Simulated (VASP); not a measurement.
VP2Cl4, 7 atoms in the cell. It takes space group P4/mmm (No. 123, tetragonal). Conventional cell: a = 6.660 Å, b = 6.660 Å, c = 4.202 Å, α = 90.00°, β = 90.00°, γ = 90.00°. P (site symmetry mmm) has 8 Cl at 3.17 Å and 4 V at 3.94 Å within 4.2 Å. Within 2.8 Å of V (site symmetry 4/mmm) lie 4 Cl at 2.08 Å. Cl (site symmetry m2m) has 1 V at 2.08 Å within 2.8 Å. 

- Program: VASP 6.6.1
- Task: single point
- Functional: r2SCAN
- Potentials or basis: VASP PAW PBE potentials, release 64 (P, V_sv, Cl)
- Cutoff: 520 eV
- k mesh: 5 × 5 × 8
- Occupations: fermi-dirac, width 0.1 eV
- Spin: no spin polarisation
- Dipole correction: no
- Further INCAR settings: ALGO = Normal; EDIFF = 1e-06; NBANDS = 34

Potentials or basis: VASP PAW PBE potentials, release 64 (P, V_sv, Cl).

The run is started by

```sh
$ cat potpaw_PBE.64/P/POTCAR potpaw_PBE.64/V_sv/POTCAR potpaw_PBE.64/Cl/POTCAR > POTCAR
$ cp INCAR.step1 INCAR
$ mpirun -np 1 vasp_std > vasp.out
$ cp INCAR.step2 INCAR
$ mpirun -np 1 vasp_std > vasp.out
```

Hardware: 1 thread of Intel(R) Xeon(R) Platinum 8375C CPU @ 2.90GHz (Ice Lake), on a shared host.

Problem. How long does it take, and how much memory?

Solution. It took 8.2 min on 1 thread of Intel(R) Xeon(R) Platinum 8375C CPU @ 2.90GHz (Ice Lake) (shared host), peak memory 0.4 GiB. Counts: k points 30.
